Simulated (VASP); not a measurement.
# Ca (P6_3/mmc) in VASP: single point with PBE

Aim: the single point of Ca with PBE.

Everything below comes from runs of VASP 6.6.1. Logs are shortened: lines on timing, memory, paths and dates and some standing lists are left out, and cuts for length are marked.

### Step 1. The cell of the first run

The structure is hexagonal, space group P6_3/mmc (No. 194). Conventional cell: a = 3.902 Å, b = 3.902 Å, c = 12.809 Å, α = 90.00°, β = 90.00°, γ = 120.00°. Ca (site symmetry -3m) has 12 Ca at 3.90 to 3.92 Å within 5.1 Å. Within 5.1 Å of Ca (site symmetry -6m2) lie 12 Ca at 3.90 to 3.92 Å.

This isn't the form of Ca at room conditions, which is fcc.

### Step 2. Single point, PBE

The input, INCAR:

```
SYSTEM = Ca
PREC = Accurate
ENCUT = 520
EDIFF = 1E-7
ISMEAR = 0
SIGMA = 0.1
LREAL = .False.
LASPH = .True.
NELM = 60
ALGO = Normal
ISIF = 2
LWAVE = .False.
LCHARG = .False.
GGA = PE
NBANDS = 28
```

The input, KPOINTS:

```
regular mesh
0
Gamma
  12 12 4
  0 0 0
```

The input, POSCAR:

```
Ca
1.0
    3.9022103283      0.0000000000      0.0000000000
   -1.9511051641      3.3794132753      0.0000000000
    0.0000000000      0.0000000000     12.8085390245
Ca
4
Direct
    0.0000000000      0.0000000000      0.0000000000
    0.3333333333      0.6666666667      0.2500000000
    0.0000000000      0.0000000000      0.5000000000
    0.6666666667      0.3333333333      0.7500000000
```

Potentials or basis: VASP PAW PBE potentials, release 64 (Ca_sv).

Started as:

```console
cat potpaw_PBE.64/Ca_sv/POTCAR > POTCAR
mpirun -np 1 vasp_std > vasp.out
```

OUTCAR:

```text
SYSTEM = Ca
   PREC = Accurate
   ENCUT = 520
   EDIFF = 1E-7
   ISMEAR = 0
   LREAL = .False.
   LASPH = .True.
   NELM = 60
   ISIF = 2
   GGA = PE

 ion  position               nearest neighbor table
   1  0.000  0.000  0.000-
   2  0.333  0.667  0.250-
   3  0.000  0.000  0.500-
   4  0.667  0.333  0.750-

  LATTYP: Found a hexagonal cell.
 ALAT       =     3.9022103283
 C/A-ratio  =     3.2823804836

  Lattice vectors:

 A1 = (   3.9022103283,   0.0000000000,   0.0000000000)
 A2 = (  -1.9511051641,   3.3794132753,   0.0000000000)
 A3 = (   0.0000000000,   0.0000000000,  12.8085390245)

Analysis of symmetry for initial positions (statically):
=====================================================================
 Subroutine PRICEL returns:
 Original cell was already a primitive cell.

 Routine SETGRP: Setting up the symmetry group for a
 hexagonal supercell.

 Subroutine GETGRP returns: Found 24 space group operations
 (whereof 12 operations were pure point group operations)
 out of a pool of 24 trial point group operations.

The static configuration has the point symmetry D_3d.
 The point group associated with its full space group is D_6h.

Analysis of symmetry for dynamics (positions and initial velocities):
=====================================================================
 Subroutine PRICEL returns:
 Original cell was already a primitive cell.

 Routine SETGRP: Setting up the symmetry group for a
 hexagonal supercell.

 Subroutine GETGRP returns: Found 24 space group operations
 (whereof 12 operations were pure point group operations)
 out of a pool of 24 trial point group operations.

The dynamic configuration has the point symmetry D_3d.
 The point group associated with its full space group is D_6h.

 Subroutine INISYM returns: Found 24 space group operations
 (whereof 12 operations are pure point group operations),
 and found     1 'primitive' translations

----------------------------------------------------------------------------------------

                                     Primitive cell

  volume of cell :     168.9085

  direct lattice vectors                    reciprocal lattice vectors
     3.902210328  0.000000000  0.000000000     0.256265018  0.147954677  0.000000000
    -1.951105164  3.379413275  0.000000000     0.000000000  0.295909354  0.000000000
     0.000000000  0.000000000 12.808539024     0.000000000  0.000000000  0.078072917

  length of vectors
     3.902210328  3.902210328 12.808539024     0.295909354  0.295909354  0.078072917

  position of ions in fractional coordinates (direct lattice)
     0.000000000  0.000000000  0.000000000
     0.333333333  0.666666667  0.250000000
     0.000000000  0.000000000  0.500000000
     0.666666667  0.333333333  0.750000000

  ion indices of the primitive-cell ions
   primitive index   ion index
                 1           1
                 2           2
                 3           3
                 4           4

----------------------------------------------------------------------------------------

 KPOINTS: regular mesh

Automatic generation of k-mesh.
 Grid dimensions read from file:
 generate k-points for:   12   12    4

 Generating k-lattice:

  Cartesian coordinates                     Fractional coordinates (reciprocal lattice)
     0.021355418  0.012329556  0.000000000     0.083333333 -0.000000000  0.000000000
     0.000000000  0.024659113  0.000000000     0.000000000  0.083333333  0.000000000
     0.000000000  0.000000000  0.019518229     0.000000000  0.000000000  0.250000000

  Length of vectors
     0.024659113  0.024659113  0.019518229

  Shift w.r.t. Gamma in fractional coordinates (k-lattice)
     0.000000000  0.000000000  0.000000000

 Subroutine IBZKPT returns following result:
 ===========================================

 Found     57 irreducible k-points:

 Following reciprocal coordinates:
            Coordinates               Weight
  0.000000  0.000000  0.000000      1.000000
  0.083333  0.000000  0.000000      6.000000
  0.166667  0.000000  0.000000      6.000000
  0.250000  0.000000  0.000000      6.000000
  0.333333  0.000000  0.000000      6.000000
  0.416667  0.000000  0.000000      6.000000
[... 16 lines left out ...]
  0.250000  0.000000  0.250000     12.000000
  0.333333  0.000000  0.250000     12.000000
 [... further k-points ...]
   k-points           NKPTS =     57   k-points in BZ     NKDIM =     57   number of bands    NBANDS=     28
   number of dos      NEDOS =    301   number of ions     NIONS =      4
   total plane-waves  NPLWV =  86400
   dimension x,y,z NGX =    30 NGY =   30 NGZ =   96
   dimension x,y,z NGXF=    60 NGYF=   60 NGZF=  192
   ions per type =               4
   NGX,Y,Z   is equivalent  to a cutoff of  12.78, 12.78, 12.46 a.u.
   NGXF,Y,Z  is equivalent  to a cutoff of  25.56, 25.56, 24.92 a.u.
 SYSTEM =  Ca
   PREC   = accura    normal or accurate (medium, high low for compatibility)
   ISTART =      0    job   : 0-new  1-cont  2-samecut
   ICHARG =      2    charge: 1-file 2-atom 10-const
   ISPIN  =      1    spin polarized calculation?
   LNONCOLLINEAR =      F non collinear calculations
   LSORBIT =      F    spin-orbit coupling
   LASPH  =      T    aspherical Exc in radial PAW
   ENCUT  =  520.0 eV  38.22 Ry    6.18 a.u.   7.26  7.26 23.82*2*pi/ulx,y,z
   NELM   =     60;   NELMIN=  2; NELMDL= -5     # of ELM steps
   EDIFF  = 0.1E-06   stopping-criterion for ELM
   LREAL  =      F    real-space projection
   EDIFFG = 0.1E-05   stopping-criterion for IOM
   NSW    =      0    number of steps for IOM
   IBRION =     -1    ionic relax: 0-MD 1-quasi-New 2-CG
   NFREE  =      0    steps in history (QN), initial steepest desc. (CG)
   ISIF   =      2    stress and relaxation
   ISYM   =      2    0-nonsym 1-usesym 2-fastsym
   POTIM  = 0.5000    time-step for ionic-motion
   TEBEG  =    0.0;   TEEND  =   0.0 temperature during run
   PSTRESS=    0.0 pullay stress
   NELECT =      40.0000    total number of electrons
   NUPDOWN=      -1.0000    fix difference up-down
   EMIN   =  10.00;   EMAX   =-10.00  energy-range for DOS
   EFERMI =   0.00;   METHOD = LEGACY
   ISMEAR =     0;   SIGMA  =   0.10  broadening in eV -4-tet -1-fermi 0-gaus
   EFERMI_NEDOS =   21; number of points for ismear=-14 and -15
   IALGO  =     38    algorithm
   IMIX   =      4    mixing-type and parameters
     AMIX     =   0.40;   BMIX     =  1.00
     AMIX_MAG =   1.60;   BMIX_MAG =  1.00
  volume/ion in A,a.u.               =      42.23       284.96
  Fermi-wavevector in a.u.,A,eV,Ry     =   1.012848  1.914005 13.957689  1.025861
  Thomas-Fermi vector in A             =   2.145982
   LORBIT       =      0    0 simple, 1 ext, 2 COOP (PROOUT), +10 PAW based schemes
   GGA     = PE    functional components
   LHFCALC =     F    Hartree Fock is set to
   AEXX    =    0.0000 exact exchange contribution
   IVDW    =     0    specifies the selected vdW correction
   LEPSILON=     F    determine dielectric tensor
   LRPA    =     F    only Hartree local field effects (RPA)
 non-spin polarized calculation
 Gauss-broadening in eV      SIGMA  =   0.10
  energy-cutoff  :      520.00
  volume of cell :      168.91
 maximum number of plane-waves:      4596
 NGX is ok and might be reduce to    30
   NGX = 15   NGY = 15   NGZ = 47

 number of electron      39.9999984 magnetization

 Free energy of the ion-electron system (eV)
  ---------------------------------------------------
  ext. energy  EPLUGINS =         0.00000000
  ---------------------------------------------------
  free energy    TOTEN  =        -7.71690335 eV

  energy without entropy =       -7.69055505  energy(sigma->0) =       -7.70372920

 E-fermi :   1.9989     XC(G=0):  -7.7329

 val. band max:        1.9983917393   @ k =   0.3333   0.1667   0.0000
 cond. band min:       1.9998401425   @ k =   0.3333   0.0000   0.0000
 fundamental gap:      0.0014484032
 Fermi energy:         1.9988789898

 k-point     1 :       0.0000    0.0000    0.0000
  band No.  band energies     occupation
      1     -40.0523      2.00000
      2     -40.0475      2.00000
      3     -40.0431      2.00000
      4     -40.0383      2.00000
      5     -21.1019      2.00000
      6     -21.0369      2.00000
[... 20 lines left out ...]
     27       4.2673      0.00000
     28       4.2821      0.00000

 k-point     2 :       0.0833    0.0000    0.0000
  band No.  band energies     occupation
      1     -40.0514      2.00000
      2     -40.0469      2.00000
      3     -40.0424      2.00000
      4     -40.0379      2.00000
      5     -21.0989      2.00000
      6     -21.0378      2.00000
[... 20 lines left out ...]
     27       4.2791      0.00000
     28       4.3215      0.00000

 k-point     3 :       0.1667    0.0000    0.0000
  band No.  band energies     occupation
      1     -40.0492      2.00000
      2     -40.0452      2.00000
      3     -40.0408      2.00000
      4     -40.0367      2.00000
      5     -21.0902      2.00000
      6     -21.0425      2.00000
[... 20 lines left out ...]
     27       4.3127      0.00000
     28       4.4524      0.00000

 k-point     4 :       0.2500    0.0000    0.0000
  band No.  band energies     occupation
      1     -40.0461      2.00000
      2     -40.0429      2.00000
      3     -40.0385      2.00000
      4     -40.0353      2.00000
      5     -21.0782      2.00000
      6     -21.0586      2.00000
[... 20 lines left out ...]
     27       4.1910      0.00000
     28       4.3030      0.00000

 k-point     5 :       0.3333    0.0000    0.0000
  band No.  band energies     occupation
      1     -40.0428      2.00000
      2     -40.0406      2.00000
      3     -40.0361      2.00000
      4     -40.0340      2.00000
      5     -21.0825      2.00000
      6     -21.0808      2.00000
[... 20 lines left out ...]
     27       3.9074      0.00000
     28       4.1019      0.00000

 k-point     6 :       0.4167    0.0000    0.0000
  band No.  band energies     occupation
      1     -40.0402      2.00000
      2     -40.0389      2.00000
      3     -40.0345      2.00000
      4     -40.0332      2.00000
      5     -21.1012      2.00000
      6     -21.0964      2.00000
[... 463 lines left out ...]
      5     -21.0941      2.00000
      6     -21.0599      2.00000
[... 20 lines left out ...]
     27       4.3072      0.00000
     28       4.3558      0.00000

 k-point    22 :       0.1667    0.0000    0.2500
  band No.  band energies     occupation
      1     -40.0488      2.00000
      2     -40.0461      2.00000
      3     -40.0398      2.00000
      4     -40.0371      2.00000
      5     -21.0865      2.00000
      6     -21.0597      2.00000
[... 20 lines left out ...]
     27       4.2738      0.00000
     28       4.4240      0.00000

 k-point    23 :       0.2500    0.0000    0.2500
  band No.  band energies     occupation
      1     -40.0457      2.00000
      2     -40.0436      2.00000
      3     -40.0378      2.00000
      4     -40.0356      2.00000
      5     -21.0768      2.00000
      6     -21.0655      2.00000
[... 20 lines left out ...]
     27       4.1395      0.00000
     28       4.2437      0.00000

 k-point    24 :       0.3333    0.0000    0.2500
  band No.  band energies     occupation
      1     -40.0425      2.00000
      2     -40.0410      2.00000
      3     -40.0357      2.00000
      4     -40.0342      2.00000
      5     -21.0837      2.00000
      6     -21.0754      2.00000
[... 20 lines left out ...]
     27       3.8990      0.00000
     28       4.0686      0.00000

 [... further k-points ...]

------------------------ aborting loop because EDIFF is reached ----------------------------------------

  FORCE on cell =-STRESS in cart. coord.  units (eV):
  Direction    XX          YY          ZZ          XY          YZ          ZX
  --------------------------------------------------------------------------------------
  -------------------------------------------------------------------------------------
  Total        0.0250563      0.0250563      0.0283839      0.0000000     -0.0000000      0.0000000
  in kB        0.2376705      0.2376705      0.2692344      0.0000000     -0.0000000      0.0000000
  external PRESSURE =       0.2481918 kB  Pullay stress =       0.0000000 kB

 VOLUME and BASIS-vectors are now :
 -----------------------------------------------------------------------------
  energy-cutoff  :      520.00
  volume of cell :      168.91
      direct lattice vectors                 reciprocal lattice vectors
     3.902210328  0.000000000  0.000000000     0.256265018  0.147954677  0.000000000
    -1.951105164  3.379413275  0.000000000     0.000000000  0.295909354  0.000000000
     0.000000000  0.000000000 12.808539024     0.000000000  0.000000000  0.078072917

 POSITION                                       TOTAL-FORCE (eV/Angst)
 -----------------------------------------------------------------------------------
      0.00000      0.00000      0.00000         0.000000      0.000000      0.000000
     -0.00000      2.25294      3.20213        -0.000000     -0.000000     -0.000000
      0.00000      0.00000      6.40427         0.000000      0.000000      0.000000
      1.95111      1.12647      9.60640         0.000000      0.000000      0.000000
 -----------------------------------------------------------------------------------
    total drift:                               -0.000000      0.000000      0.000000

  FREE ENERGIE OF THE ION-ELECTRON SYSTEM (eV)
  ---------------------------------------------------
  free  energy   TOTEN  =        -7.7169033500 eV

  energy  without entropy=       -7.6905550509  energy(sigma->0) =       -7.70372920
```

Run time: 2.4 min. Hardware: 1 thread of Intel Xeon 6975P-C (Granite Rapids), shared host; peak memory 0.39 GiB.

What came out:

```
Free energy            : -7.7169 eV
Pressure               : 0.0 GPa
Band gap on the k mesh : zero (bands 20 and 21 overlap by 0.46 eV)
```

Levels at points of the mesh, in eV from the Fermi level:
| k point | band 18 | band 19 | band 20 | band 21 | band 22 | band 23 |
| --- | --- | --- | --- | --- | --- | --- |
| (0.00, 0.00, 0.00) | -3.05 | -3.05 | -1.05 | -0.22 | 1.36 | 1.38 |
| (0.50, 0.00, 0.00) | -0.84 | -0.69 | -0.58 | -0.03 | 0.07 | 0.44 |
| (0.00, 0.00, 0.50) | -3.80 | -1.96 | -1.96 | 0.54 | 0.54 | 2.01 |
| (0.50, 0.00, 0.50) | -0.97 | -0.65 | -0.65 | 0.06 | 0.06 | 0.45 |
